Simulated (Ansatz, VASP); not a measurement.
# Te in VASP and in Ansatz

```
CELL_PARAMETERS angstrom
0.00000 3.30955 3.30955
3.30955 0.00000 3.30955
3.30955 3.30955 0.00000
ATOMIC_POSITIONS crystal
Te 0.91250 0.86250 0.86250
Te 0.08750 0.13750 0.13750
```

Change from the starting cell: shortest bond scaled by 1.1, PAW files.

Alike in both runs: task electric field gradients; functional PBEsol; k mesh 8 × 8 × 8; occupations fermi-dirac, width 0.05 eV; no spin polarisation.

```csv
,VASP,Ansatz
version,VASP 6.6.1,Ansatz 0.2.0
potentials or method,"VASP PAW PBE potentials, release 64 (Te)","PAW with Ansatz's default frozen-core files, scalar-relativistic"
plane-wave cutoff (eV),520,420
valence electrons in the cell,12,32
```

```tsv
	VASP	Ansatz	Ansatz less VASP
pressure (GPa)	9.4	9.3	-0.14
traceless stress, the component that is largest in VASP (GPa)	0.83	0.79	-0.047
rms of the force components (eV/Å)	0.034	0.038	+0.0045
size of Vzz on the site where it differs most (V/Å²)	324.8	346.8	+22.04
```

VASP's potentials were made for PBE, not for PBEsol. Atom by atom the forces differ by 0.005 eV/Å (rms over components). With one functional, cell and mesh, what is left measures potentials, basis and numerics. VASP's potentials hold 12 valence electrons a cell and Ansatz's 32, so a difference there can come from the potentials and not from the codes.

Neither program's run includes spin-orbit coupling.
